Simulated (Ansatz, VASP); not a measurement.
BAs in VASP and in Ansatz

The input INCAR:

```
SYSTEM = BAs
PREC     = Accurate       ! precision mode
ENCUT    = 500            ! plane-wave cutoff, eV
EDIFF    = 1E-7           ! SCF threshold, eV
ISMEAR   = 0              ! smearing method
SIGMA    = 0.02           ! smearing width, eV
LREAL    = .False.        ! projectors in reciprocal space
LASPH    = .True.         ! aspherical terms in the spheres
NELM     = 120            ! most SCF steps
ALGO     = Normal         ! electronic algorithm
ISIF     = 3              ! what is computed and relaxed
LWAVE    = .False.        ! write WAVECAR
LCHARG   = .False.        ! write CHGCAR
GGA      = PS             ! functional
IBRION   = 2              ! ionic algorithm
NSW      = 100            ! ionic steps
EDIFFG   = -0.002         ! ionic threshold
GGA_COMPAT= .False.      
NELMIN   = 4
```

Contents of KPOINTS:

```
regular mesh
0
Gamma
  10 10 10
  0 0 0
```

File POSCAR:

```
BAs
1.0
    0.0000000000      2.3850000000      2.3850000000
    2.3850000000      0.0000000000      2.3850000000
    2.3850000000      2.3850000000      0.0000000000
B As
1 1
Direct
    0.0000000000      0.0000000000      0.0000000000
    0.2500000000      0.2500000000      0.2500000000
```

Input for Ansatz:

```yaml
crystal:
  lattice:
    - [0.0, 2.385, 2.385]
    - [2.385, 0.0, 2.385]
    - [2.385, 2.385, 0.0]
  atoms:
    - { symbol: B, position: [0.0, 0.0, 0.0] }
    - { symbol: As, position: [0.25, 0.25, 0.25] }
basis:
  ecutwfc: 420
kpoints:
  mp_grid: { grid: [10, 10, 10] }
hamiltonian:
  xc: pbesol
  pseudopotentials: { kind: paw, azcp: { folder: soft_1 } }
scf:
  occupations: { method: gaussian, width: 0.02 }
output:
  forces: true
  stress: true
  eigenvalues: true
  write_density: true
  write_potential: true
  elf: true
  volumetric_format: npy
relax:
  adjacent_minimum: "off"
  f_tol: 0.002
  max_steps: 80
  cell: { stress_tol: 0.02 }
```

Alike in both runs: task relaxation of cell and atoms; functional PBEsol; k mesh 10 × 10 × 10; occupations gaussian, width 0.02 eV; no spin polarisation.

```csv
,VASP,Ansatz
version,VASP 6.6.1,Ansatz 0.2.0
potentials or method,"VASP PAW PBE potentials, release 64 (B, As), cutoff 500 eV","scalar-relativistic, plane waves, PAW"
valence electrons in the cell,8,18
```

Ansatz gave:

* gap on the k mesh at the Fermi level, each at its own relaxed structure (eV): 1.08
* relaxed volume (Å³/atom): 13.55
* relaxed cell length with the largest relative difference (Å): 3.371

**Question.** Which values does VASP return?

**Answer.** gap on the k mesh at the Fermi level, each at its own relaxed structure (eV): 1.08; relaxed volume (Å³/atom): 13.63; relaxed cell length with the largest relative difference (Å): 3.378.

VASP's potentials were made for PBE, not for PBEsol, and Ansatz warns of the same on its side. VASP's potentials hold 8 valence electrons a cell and Ansatz's 18, so a difference there can come from the potentials and not from the codes.
